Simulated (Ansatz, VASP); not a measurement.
TaN: VASP beside Ansatz

```
Ta N
1.0
     5.08130    0.00000    0.00000
    -2.54065    4.40053    0.00000
     0.00000    0.00000    2.90800
Ta N
3 3
Direct
  0.00000 0.00000 0.00000
  0.33333 0.66667 0.50000
  0.66667 0.33333 0.50000
  0.50000 0.00000 0.00000
  0.50000 0.50000 0.00000
  0.00000 0.50000 0.00000
```

Change from the starting cell: equal xx and yy strain of -2 %.

Alike in both runs: task single point; functional LDA; k mesh 5 × 5 × 8; occupations fermi-dirac, width 0.03 eV; no spin polarisation.

```csv
,VASP,Ansatz
version,VASP 6.6.1,Ansatz 0.2.0
potentials or method,"VASP PAW LDA potentials, release 64 (Ta_pv, N), cutoff 520 eV","all-electron LAPW, scalar-relativistic"
```

```csv
,VASP,Ansatz,Ansatz less VASP
pressure (GPa),9.6,7.4,-2.19
"traceless stress, the component that is largest in VASP (GPa)",-3.80,-4.47,-0.665
```

LDA's correlation is that of Perdew and Zunger in VASP and of Perdew and Wang (1992) in Ansatz. Ansatz ran all-electron here, and VASP with PAW potentials.

Spin-orbit coupling is off throughout.
